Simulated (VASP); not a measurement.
# MgO (P6_3mc) in VASP: further runs, part 2 of 2

VASP 6.6.1.

**3. Single point, PBE (volume 11.759 Å^3 an atom, c/a of the conventional cell 3.4054)**

Contents of INCAR:

```
ALGO = Normal
EDIFF = 1E-6
ENCUT = 520
GGA = PE
ISIF = 2
ISMEAR = 0
LASPH = True
LCHARG = True
LELF = True
LREAL = False
LVHAR = True
LWAVE = False
NBANDS = 26
NELM = 80
PREC = Accurate
SIGMA = 0.05
```

Contents of KPOINTS:

```
k-points
0
Gamma
  9 9 4
```

Contents of POSCAR:

```
MgO
1.0
    3.1714208081      0.0000000000      0.0000000000
   -1.5857104041      2.7465309859      0.0000000000
    0.0000000000      0.0000000000     10.7999564198
Mg O
4 4
Direct
    0.3333333333      0.6666666667      0.9694906392
    0.0000000000      0.0000000000      0.2208211786
    0.0000000000      0.0000000000      0.7208211786
    0.6666666667      0.3333333333      0.4694906392
    0.3333333333      0.6666666667      0.7800420079
    0.0000000000      0.0000000000      0.5296443544
    0.0000000000      0.0000000000      0.0296443544
    0.6666666667      0.3333333333      0.2800420079
```

Potentials or basis: VASP PAW PBE potentials, release 64 (Mg, O).

On the command line:

```sh
cat potpaw_PBE.64/Mg/POTCAR potpaw_PBE.64/O/POTCAR > POTCAR
mpirun -np 1 vasp_std > vasp.out
```

OUTCAR:

```text
EDIFF = 1E-6
   ENCUT = 520
   GGA = PE
   ISIF = 2
   ISMEAR = 0
   LASPH = True
   LREAL = False
   NELM = 80
   PREC = Accurate

 ion  position               nearest neighbor table
   1  0.333  0.667  0.969-   7 1.94   7 1.94   7 1.94   5 2.05   3 3.25   3 3.25   3 3.25   2 3.27
                             2 3.27   2 3.27
   2  0.000  0.000  0.221-   8 1.94   8 1.94   8 1.94   7 2.06   4 3.25   4 3.25   4 3.25   1 3.27
                             1 3.27   1 3.27
   3  0.000  0.000  0.721-   5 1.94   5 1.94   5 1.94   6 2.06   1 3.25   1 3.25   1 3.25   4 3.27
                             4 3.27   4 3.27
   4  0.667  0.333  0.469-   6 1.94   6 1.94   6 1.94   8 2.05   2 3.25   2 3.25   2 3.25   3 3.27
                             3 3.27   3 3.27
   5  0.333  0.667  0.780-   3 1.94   3 1.94   3 1.94   1 2.05
   6  0.000  0.000  0.530-   4 1.94   4 1.94   4 1.94   3 2.06
   7  0.000  0.000  0.030-   1 1.94   1 1.94   1 1.94   2 2.06
   8  0.667  0.333  0.280-   2 1.94   2 1.94   2 1.94   4 2.05

  LATTYP: Found a hexagonal cell.
 ALAT       =     3.1714208081
 C/A-ratio  =     3.4054000000

  Lattice vectors:

 A1 = (   3.1714208081,   0.0000000000,   0.0000000000)
 A2 = (  -1.5857104041,   2.7465309859,   0.0000000000)
 A3 = (   0.0000000000,   0.0000000000,  10.7999564198)

Analysis of symmetry for initial positions (statically):
=====================================================================
 Subroutine PRICEL returns:
 Original cell was already a primitive cell.

 Routine SETGRP: Setting up the symmetry group for a
 hexagonal supercell.

 Subroutine GETGRP returns: Found 12 space group operations
 (whereof  6 operations were pure point group operations)
 out of a pool of 24 trial point group operations.

The static configuration has the point symmetry C_3v.
 The point group associated with its full space group is C_6v.

Analysis of symmetry for dynamics (positions and initial velocities):
=====================================================================
 Subroutine PRICEL returns:
 Original cell was already a primitive cell.

 Routine SETGRP: Setting up the symmetry group for a
 hexagonal supercell.

 Subroutine GETGRP returns: Found 12 space group operations
 (whereof  6 operations were pure point group operations)
 out of a pool of 24 trial point group operations.

The dynamic configuration has the point symmetry C_3v.
 The point group associated with its full space group is C_6v.

 Subroutine INISYM returns: Found 12 space group operations
 (whereof  6 operations are pure point group operations),
 and found     1 'primitive' translations

----------------------------------------------------------------------------------------

                                     Primitive cell

  volume of cell :      94.0720

  direct lattice vectors                    reciprocal lattice vectors
     3.171420808  0.000000000  0.000000000     0.315316087  0.182047828  0.000000000
    -1.585710404  2.746530986  0.000000000     0.000000000  0.364095656  0.000000000
     0.000000000  0.000000000 10.799956420     0.000000000  0.000000000  0.092592966

  length of vectors
     3.171420808  3.171420808 10.799956420     0.364095656  0.364095656  0.092592966

  position of ions in fractional coordinates (direct lattice)
[... 48 lines left out ...]
  0.000000  0.000000  0.000000      1.000000
  0.111111  0.000000  0.000000      6.000000
  0.222222  0.000000  0.000000      6.000000
  0.333333  0.000000  0.000000      6.000000
  0.444444  0.000000  0.000000      6.000000
  0.111111  0.111111  0.000000      6.000000
[... 16 lines left out ...]
  0.333333  0.222222  0.250000     24.000000
  0.333333  0.333333  0.250000      4.000000
 [... further k-points ...]
   k-points           NKPTS =     36   k-points in BZ     NKDIM =     36   number of bands    NBANDS=     26
   number of dos      NEDOS =    301   number of ions     NIONS =      8
   total plane-waves  NPLWV =  46080
   dimension x,y,z NGX =    24 NGY =   24 NGZ =   80
   dimension x,y,z NGXF=    48 NGYF=   48 NGZF=  160
   ions per type =               4   4
   NGX,Y,Z   is equivalent  to a cutoff of  12.58, 12.58, 12.31 a.u.
   NGXF,Y,Z  is equivalent  to a cutoff of  25.16, 25.16, 24.63 a.u.
 SYSTEM =  unknown system
   PREC   = accura    normal or accurate (medium, high low for compatibility)
   ISTART =      0    job   : 0-new  1-cont  2-samecut
   ICHARG =      2    charge: 1-file 2-atom 10-const
   ISPIN  =      1    spin polarized calculation?
   LNONCOLLINEAR =      F non collinear calculations
   LSORBIT =      F    spin-orbit coupling
   LASPH  =      T    aspherical Exc in radial PAW
   ENCUT  =  520.0 eV  38.22 Ry    6.18 a.u.   5.90  5.90 20.08*2*pi/ulx,y,z
   NELM   =     80;   NELMIN=  2; NELMDL= -5     # of ELM steps
   EDIFF  = 0.1E-05   stopping-criterion for ELM
   LREAL  =      F    real-space projection
   EDIFFG = 0.1E-04   stopping-criterion for IOM
   NSW    =      0    number of steps for IOM
   IBRION =     -1    ionic relax: 0-MD 1-quasi-New 2-CG
   NFREE  =      0    steps in history (QN), initial steepest desc. (CG)
   ISIF   =      2    stress and relaxation
   ISYM   =      2    0-nonsym 1-usesym 2-fastsym
   POTIM  = 0.5000    time-step for ionic-motion
   TEBEG  =    0.0;   TEEND  =   0.0 temperature during run
   PSTRESS=    0.0 pullay stress
   NELECT =      32.0000    total number of electrons
   NUPDOWN=      -1.0000    fix difference up-down
   EMIN   =  10.00;   EMAX   =-10.00  energy-range for DOS
   EFERMI =   0.00;   METHOD = LEGACY
   ISMEAR =     0;   SIGMA  =   0.05  broadening in eV -4-tet -1-fermi 0-gaus
   EFERMI_NEDOS =   21; number of points for ismear=-14 and -15
   IALGO  =     38    algorithm
   IMIX   =      4    mixing-type and parameters
     AMIX     =   0.40;   BMIX     =  1.00
     AMIX_MAG =   1.60;   BMIX_MAG =  1.00
  volume/ion in A,a.u.               =      11.76        79.35
  Fermi-wavevector in a.u.,A,eV,Ry     =   1.142803  2.159584 17.769190  1.305999
  Thomas-Fermi vector in A             =   2.279500
   LORBIT       =      0    0 simple, 1 ext, 2 COOP (PROOUT), +10 PAW based schemes
   GGA     = PE    functional components
   LHFCALC =     F    Hartree Fock is set to
   AEXX    =    0.0000 exact exchange contribution
   IVDW    =     0    specifies the selected vdW correction
   LEPSILON=     F    determine dielectric tensor
   LRPA    =     F    only Hartree local field effects (RPA)
 non-spin polarized calculation
 Gauss-broadening in eV      SIGMA  =   0.05
  energy-cutoff  :      520.00
  volume of cell :       94.07
 maximum number of plane-waves:      2550
 NGX is ok and might be reduce to    24
   NGX = 11   NGY = 11   NGZ = 41

 number of electron      31.9999986 magnetization

 Free energy of the ion-electron system (eV)
  ---------------------------------------------------
  ext. energy  EPLUGINS =         0.00000000
  ---------------------------------------------------
  free energy    TOTEN  =       -46.69039769 eV

  energy without entropy =      -46.69039769  energy(sigma->0) =      -46.69039769

 E-fermi :   1.1390     XC(G=0):  -9.7593

 val. band max:        0.8735654274   @ k =   0.0000   0.0000   0.0000
 cond. band min:       4.5653408802   @ k =   0.0000   0.0000   0.0000
 fundamental gap:      3.6917754528
 Fermi energy:         1.1390042275

 k-point     1 :       0.0000    0.0000    0.0000
  band No.  band energies     occupation
      1     -15.1020      2.00000
      2     -14.8169      2.00000
      3     -14.7881      2.00000
      4     -14.4785      2.00000
      5      -2.3164      2.00000
      6      -1.1065      2.00000
[... 685 lines left out ...]
     25      14.0807      0.00000
     26      14.1391      0.00000

 [... further k-points ...]
[... 5 lines left out ...]
  --------------------------------------------------------------------------------------
  -------------------------------------------------------------------------------------
  Total        6.0671371      6.0671371     -2.4491693     -0.0000000     -0.0000000      0.0000000
  in kB      103.3318039    103.3318039    -41.7127686     -0.0000000     -0.0000000      0.0000000
  external PRESSURE =      54.9836131 kB  Pullay stress =       0.0000000 kB

 VOLUME and BASIS-vectors are now :
 -----------------------------------------------------------------------------
  energy-cutoff  :      520.00
  volume of cell :       94.07
      direct lattice vectors                 reciprocal lattice vectors
     3.171420808  0.000000000  0.000000000     0.315316087  0.182047828  0.000000000
    -1.585710404  2.746530986  0.000000000     0.000000000  0.364095656  0.000000000
     0.000000000  0.000000000 10.799956420     0.000000000  0.000000000  0.092592966

 POSITION                                       TOTAL-FORCE (eV/Angst)
 -----------------------------------------------------------------------------------
     -0.00000      1.83102     10.47046         0.000000      0.000000     -0.476095
      0.00000      0.00000      2.38486         0.000000     -0.000000     -0.522026
      0.00000      0.00000      7.78484        -0.000000      0.000000     -0.522026
      1.58571      0.91551      5.07048         0.000000      0.000000     -0.476095
     -0.00000      1.83102      8.42442         0.000000     -0.000000      0.506368
      0.00000      0.00000      5.72014         0.000000     -0.000000      0.491753
      0.00000      0.00000      0.32016        -0.000000      0.000000      0.491753
      1.58571      0.91551      3.02444        -0.000000      0.000000      0.506368
 -----------------------------------------------------------------------------------
    total drift:                               -0.000000     -0.000000     -0.001338

  FREE ENERGIE OF THE ION-ELECTRON SYSTEM (eV)
  ---------------------------------------------------
  free  energy   TOTEN  =       -46.6903976873 eV

  energy  without entropy=      -46.6903976873  energy(sigma->0) =      -46.69039769
```

Wall time 53 s (1 thread of Intel Xeon Platinum 8488C (Sapphire Rapids), shared host); peak memory 0.22 GiB.

What came out:

```
Free energy            : -46.6904 eV
Pressure               : 5.5 GPa
Largest force          : 0.522 eV/Å
Band gap on the k mesh : 3.69 eV, direct
```

Forces in eV/Å, atoms in the order of the input:
```
Mg   0.000  0.000 -0.476
Mg   0.000  0.000 -0.522
Mg   0.000  0.000 -0.522
Mg   0.000  0.000 -0.476
O    0.000  0.000  0.506
O    0.000  0.000  0.492
O    0.000  0.000  0.492
O    0.000  0.000  0.506
```

 A k mesh can miss the band edges.
